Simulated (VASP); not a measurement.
# CuSi16 (a cell with a defect): single point with PBE

The system is CuSi16 (a cell with a defect).

```xyz
17
Lattice="0.0000 5.4300 5.4300 5.4300 0.0000 5.4300 5.4300 5.4300 0.0000" Properties=species:S:1:pos:R:3 pbc="T T T"
Si   -0.0459   -0.0451   -0.0460
Si    1.3064    1.3062    1.3064
Si    2.6559    2.6584   -0.0310
Si    4.0265    4.0305    1.2930
Si    2.6571   -0.0314    2.6572
Si    4.0280    1.2934    4.0281
Si    5.3721    2.7146    2.7129
Si    6.7828    4.1141    4.1131
Si   -0.0310    2.6584    2.6559
Si    1.2930    4.0304    4.0266
Si    2.7100    5.3785    2.7101
Si    4.1119    6.7870    4.1120
Si    2.7127    2.7144    5.3723
Si    4.1130    4.1140    6.7829
Si    5.5649    5.5680    5.5650
Si    6.9076    6.9142    6.9079
Cu    4.2193    4.2290    4.2197
```

```
Program             : VASP 6.6.1
Task                : single point
Functional          : PBE
Potentials or basis : VASP PAW PBE potentials, release 64 (Si, Cu)
Cutoff              : 520 eV
k mesh              : 2 × 2 × 2
Occupations         : fermi-dirac, width 0.05 eV
Spin                : no spin polarisation
```

| Item | Value |
| --- | --- |
| Largest force | 0.021 eV/Å |

Forces in eV/Å, atoms in the order of the input:
```
Si   0.003  0.001  0.004
Si  -0.004 -0.003 -0.004
Si   0.005  0.005 -0.003
Si  -0.002 -0.002 -0.006
Si   0.005 -0.003  0.005
Si  -0.003 -0.005 -0.003
Si   0.009  0.001  0.003
Si   0.008 -0.002 -0.005
Si  -0.003  0.005  0.006
Si  -0.006 -0.002 -0.003
Si   0.001  0.006  0.002
Si  -0.005  0.010 -0.006
Si   0.002  0.001  0.009
Si  -0.004 -0.002  0.008
Si   0.007  0.004  0.008
Si  -0.002 -0.001 -0.002
Cu  -0.011 -0.014 -0.011
```

Levels at points of the mesh, in eV from the Fermi level:
```
           k point  band 35  band 36  band 37  band 38  band 39  band 40
(0.00, 0.00, 0.00)    -0.65    -0.20    -0.19     0.16     0.60     0.60
(0.50, 0.00, 0.00)    -0.85    -0.77    -0.68     0.57     1.08     1.28
(0.00, 0.50, 0.00)    -0.85    -0.77    -0.69     0.57     1.08     1.28
(0.00, 0.00, 0.50)    -0.85    -0.77    -0.68     0.57     1.08     1.28
(0.50, 0.50, 0.50)    -0.92    -0.73    -0.73     0.41     1.25     1.33
(0.50, 0.50, 0.00)    -1.45    -1.42    -0.96     0.66     1.05     2.02
(0.00, 0.50, 0.50)    -1.45    -1.42    -0.96     0.66     1.05     2.02
(0.50, 0.00, 0.50)    -1.44    -1.42    -0.96     0.66     1.05     2.02
```

Wall time 3.1 min on 1 thread of Intel(R) Xeon(R) 6975P-C (Granite Rapids), with other jobs on the host, peak memory 0.49 GiB.

Caveat: the k points lie up to 0.50 Å⁻¹ apart; the cell carries a net charge on a neutralising background, which shifts energy and pressure; the cell is charged against a uniform background, so pressure and absolute levels hang on convention.
